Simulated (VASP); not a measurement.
A run of VASP 6.6.1:

Contents of INCAR:

```
SYSTEM = Ca
  ALGO = Normal
  EDIFF = 1E-7
  ENCUT = 520
  ISIF = 2
  ISMEAR = 1
  LASPH = .True.
  LCHARG = .False.
  LREAL = .False.
  LWAVE = .False.
  NBANDS = 11
  NELM = 60
  PREC = Accurate
  SIGMA = 0.05
```

File KPOINTS:

```
k-points
0
Gamma
  9 9 9
  0 0 0
```

POSCAR

```
Ca
1.0
   -2.1601880904      2.1601880904      2.1512835610
    2.1601880904     -2.1601880904      2.1512835610
    2.1601880904      2.1601880904     -2.1512835610
Ca
1
Direct
    0.5000000000      0.5000000000      0.0000000000
```

Potentials or basis: VASP PAW LDA potentials, release 64 (Ca_sv).

Run with:

```sh
$ cat potpaw_LDA.64/Ca_sv/POTCAR > POTCAR
$ mpirun -np 1 vasp_std > vasp.out
```

Hardware: 1 thread of Intel(R) Xeon(R) 6975P-C (Granite Rapids) (shared host).

Problem. How long does it take, and how much memory?

Solution. Run time: 12 s on 1 thread of Intel(R) Xeon(R) 6975P-C (Granite Rapids), on a shared host, peak memory 0.16 GiB. Counts: scf iterations 12, k points 75.
